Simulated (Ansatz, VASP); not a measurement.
One calculation of Pd, two programs

```
Pd
1.0
     2.73972    0.00000    0.00000
     1.36986    2.37267    0.00000
     0.00000    0.00000   29.42182
Pd
7
Direct
  0.00000 0.00000 0.27191
  0.33333 0.33333 0.34794
  0.66667 0.66667 0.42397
  0.00000 0.00000 0.50000
  0.33333 0.33333 0.57603
  0.66667 0.66667 0.65206
  0.00000 0.00000 0.72809
```

Alike in both runs: task single point; functional PBEsol; k mesh 14 × 14 × 1; no spin polarisation.

|  | VASP | Ansatz |
| --- | --- | --- |
| version | VASP 6.6.1 | Ansatz 0.2.0 |
| potentials or method | VASP PAW PBE potentials, release 64 (Pd) | plane-wave PAW, scalar-relativistic |
| plane-wave cutoff (eV) | 520 | 420 |
| occupations | methfessel-paxton of order 1, width 0.1 eV | cold, width 0.1 eV |
| valence electrons in the cell | 70 | 126 |

```tsv
	VASP	Ansatz	Ansatz less VASP
rms of the force components (eV/Å)	0.033	0.035	+0.0026
```

VASP's potentials were made for PBE, not for PBEsol, and Ansatz warns of the same on its side. Atom by atom the forces differ by 0.004 eV/Å (rms over components). VASP's potentials hold 70 valence electrons a cell and Ansatz's 126, so a difference there can come from the potentials and not from the codes.
